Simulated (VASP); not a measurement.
Wanted: the native input for a VASP 6.6.1 run.

- Task: relaxation of cell and atoms
- Functional: PBE
- Potentials or basis: VASP PAW PBE potentials, release 64 (Hf_pv)
- Cutoff: 600 eV
- k mesh: 16 × 16 × 10
- Occupations: gaussian, width 0.1 eV
- Spin: no spin polarisation
- Target pressure: 35 GPa
- Dipole correction: no
- Further INCAR settings: ALGO = Fast; EDIFF = 1e-07; IBRION = 2; EDIFFG = -0.002; NSW = 80; ISIF = 3

The structure of Hf lies in POSCAR:

```
Hf
1.0
    3.0452365363      0.0000000000      0.0000000000
   -1.5226182681      2.6372522010      0.0000000000
    0.0000000000      0.0000000000      4.8481803252
Hf
2
Direct
    0.3333333333      0.6666666667      0.2500000000
    0.6666666667      0.3333333333      0.7500000000
```

These files were run (other wordings do the same):

INCAR

```
PREC     = Accurate       # precision mode
ENCUT    = 600            # plane-wave cutoff, eV
EDIFF    = 1E-7           # SCF threshold, eV
ISMEAR   = 0              # smearing method
SIGMA    = 0.1            # smearing width, eV
LREAL    = F              # projectors in reciprocal space
LASPH    = T              # aspherical terms in the spheres
NELM     = 100            # most SCF steps
ALGO     = Fast           # electronic algorithm
ISIF     = 3              # what is computed and relaxed
LWAVE    = F              # write WAVECAR
LCHARG   = F              # write CHGCAR
GGA      = PE             # functional
IBRION   = 2              # ionic algorithm
NSW      = 80             # ionic steps
EDIFFG   = -0.002         # ionic threshold
PSTRESS  = 350.0
```

KPOINTS

```
regular mesh
0
Gamma
  16 16 10
```

Potentials or basis: VASP PAW PBE potentials, release 64 (Hf_pv).

Launch:

```sh
$ cat potpaw_PBE.64/Hf_pv/POTCAR > POTCAR
$ mpirun -np 1 vasp_std > vasp.out
```

Results of the run:

```yaml
Relaxed_volume: 17.96 Å³/atom
Relaxed_cell: a = 2.958 Å, b = 2.958 Å, c = 4.740 Å, α = 90.00°, β = 90.00°, γ = 120.00°
Space_group_after_relaxing_to_0.05_Å: P6_3/mmc (No. 194)
Energy_change_on_relaxing_the_enthalpy_is_what_falls: +252.8 meV/atom
Ionic_steps: 9
Pressure_after_relaxing: 35.0 GPa
Band_gap_on_the_k_mesh: zero (band 10 reaches 7.84 eV, above the bottom of band 11 at 6.15 eV)
```

Caveat: the cell is relaxed towards a set pressure, so the enthalpy falls and the energy may rise; spin-orbit coupling is left out, which moves the levels of the heavy elements.

It took 5.5 min on 1 thread of Intel Xeon 6975P-C (shared host), peak memory 0.26 GiB.
